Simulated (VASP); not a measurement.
A run of VASP 6.6.1:

File INCAR:

```
SYSTEM = MoS2
PREC     = Accurate       ! precision mode
ENCUT    = 520            ! plane-wave cutoff, eV
EDIFF    = 1E-6           ! SCF threshold, eV
ISMEAR   = -1             ! smearing method
SIGMA    = 0.15           ! smearing width, eV
LREAL    = .False.        ! projectors in reciprocal space
LASPH    = .True.         ! aspherical terms in the spheres
NELM     = 100            ! most SCF steps
ALGO     = Normal         ! electronic algorithm
ISIF     = 2              ! what is computed and relaxed
LWAVE    = .False.        ! write WAVECAR
LCHARG   = .True.         ! write CHGCAR
GGA      = CA             ! functional
LELF     = .True.         ! ELF
LVHAR    = .True.       
NBANDS   = 20             ! bands
```

Contents of KPOINTS:

```
Automatic mesh
0
Gamma
  11 11 11
  0 0 0
```

The input POSCAR:

```
MoS2
1.0
    1.6185516955      0.9344708214      6.3000588146
   -1.6185516955      0.9344708214      6.3000588146
    0.0000000000     -1.8689426672      6.3000588146
Mo S
1 2
Direct
    0.0000000000      0.0000000000      0.0000000000
    0.2500000000      0.2500000000      0.2500000000
    0.4170000000      0.4170000000      0.4170000000
```

Potentials or basis: VASP PAW LDA potentials, release 64 (Mo_sv, S).

Launch:

```sh
$ cat potpaw_LDA.64/Mo_sv/POTCAR potpaw_LDA.64/S/POTCAR > POTCAR
$ mpirun -np 1 vasp_std > vasp.out
```

Hardware: 1 thread of Intel Xeon 8259CL, on a shared host.

Task: Estimate the wall time of this run.

Result: It took 17 min on 1 thread of Intel Xeon 8259CL, with other jobs on the host, peak memory 0.37 GiB. Counts: scf iterations 14, k points 146.
